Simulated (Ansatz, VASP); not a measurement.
**One calculation of Al3SiNO, two programs**

```
Al Si N O
1.0
     6.80745    0.00000    0.82020
     0.00000    2.74168    0.00000
    -2.59171    0.00000    4.77249
Al Si N O
3 1 1 1
Direct
  0.90710 0.00000 0.66598
  0.09290 0.00000 0.33402
  0.50000 0.50000 0.50000
  0.50000 0.50000 0.00000
  0.00000 0.50000 0.50000
  0.00000 0.00000 0.00000
```

Change from the starting cell: species swapped into the DyGaFeCo3 type (P2/m, No. 10).

Alike in both runs: functional PBE; k mesh 4 × 4 × 4; occupations gaussian, width 0.1 eV; no spin polarisation.

Ansatz relaxed the structure, and its values are those at the end. VASP's run is a single point on that final structure, the one shown.

```csv
,VASP,Ansatz
version,VASP 6.6.1,Ansatz 0.2.0
potentials or method,"VASP PAW PBE potentials, release 64 (Al, Si, N, O), cutoff 520 eV","scalar-relativistic, plane waves, PAW"
valence electrons in the cell,24,24
```

VASP gave:

- gap on the k mesh at the Fermi level (eV): none
- pressure (GPa): 0.0
- rms of the force components (eV/Å): 0.026

**Question.** What did Ansatz give for the same quantities?

**Answer.** gap on the k mesh at the Fermi level (eV): none; pressure (GPa): 0.1; rms of the force components (eV/Å): 0.012.

A gap of «none» marks a metal or a gap that the smearing closes.

The k mesh is coarse, so the values compare programs but aren't converged.
